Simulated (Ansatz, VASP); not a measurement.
**Two plane-wave programs on Sb**

File INCAR:

```
SYSTEM = Sb
PREC = Accurate ; ENCUT = 520
EDIFF = 1E-6 ; ISMEAR = 0
SIGMA = 0.15 ; LREAL = .FALSE.
LASPH = .TRUE. ; NELM = 80
ALGO = Normal ; ISIF = 2
LWAVE = .FALSE. ; LCHARG = .TRUE.
GGA = PS ; LELF = .TRUE.
LVHAR = .TRUE. ; NBANDS = 8
```

File KPOINTS:

```
Automatic mesh
0
G
  16 16 16
  0 0 0
```

File POSCAR:

```
Sb
1.0
    3.4128000000      0.0000000000      0.0000000000
    0.0000000000      3.4128000000      0.0000000000
    0.0000000000      0.0000000000      2.9072000000
Sb
1
Direct
    0.0000000000      0.0000000000      0.0000000000
```

Input for Ansatz:

```yaml
crystal:
  lattice:
    - [3.4128, 0.0, 0.0]
    - [0.0, 3.4128, 0.0]
    - [0.0, 0.0, 2.9072]
  atoms:
    - { symbol: Sb, position: [0.0, 0.0, 0.0] }
basis:
  ecutwfc: 420
kpoints:
  mp_grid: { grid: [16, 16, 16] }
hamiltonian:
  xc: pbesol
scf:
  occupations: { method: gaussian, width: 0.15 }
output:
  forces: true
  stress: true
  eigenvalues: true
```

Change from the starting cell: strain +0.080 along x and y, -0.080 along z, atoms carried along.

Alike in both runs: task single point; functional PBEsol; k mesh 16 × 16 × 16; occupations gaussian, width 0.15 eV; no spin polarisation.

|  | VASP | Ansatz |
| --- | --- | --- |
| version | VASP 6.6.1 | Ansatz 0.2.0 |
| potentials or method | VASP PAW PBE potentials, release 64 (Sb), cutoff 520 eV | scalar-relativistic, plane waves, PAW |
| valence electrons in the cell | 5 | 15 |

Ansatz gave:

* gap on the k mesh at the Fermi level (eV): none
* pressure (GPa): -4.9
* traceless stress, the component that is largest in VASP (GPa): 9.95

Task: What did VASP give for the same quantities?

Result: gap on the k mesh at the Fermi level (eV): none; pressure (GPa): -4.8; traceless stress, the component that is largest in VASP (GPa): 10.05.

VASP's potentials were made for PBE, not for PBEsol. A gap of «none» marks a metal or a gap that the smearing closes. VASP's potentials hold 5 valence electrons a cell and Ansatz's 15, so a difference there can come from the potentials and not from the codes.

Spin-orbit coupling is off throughout.
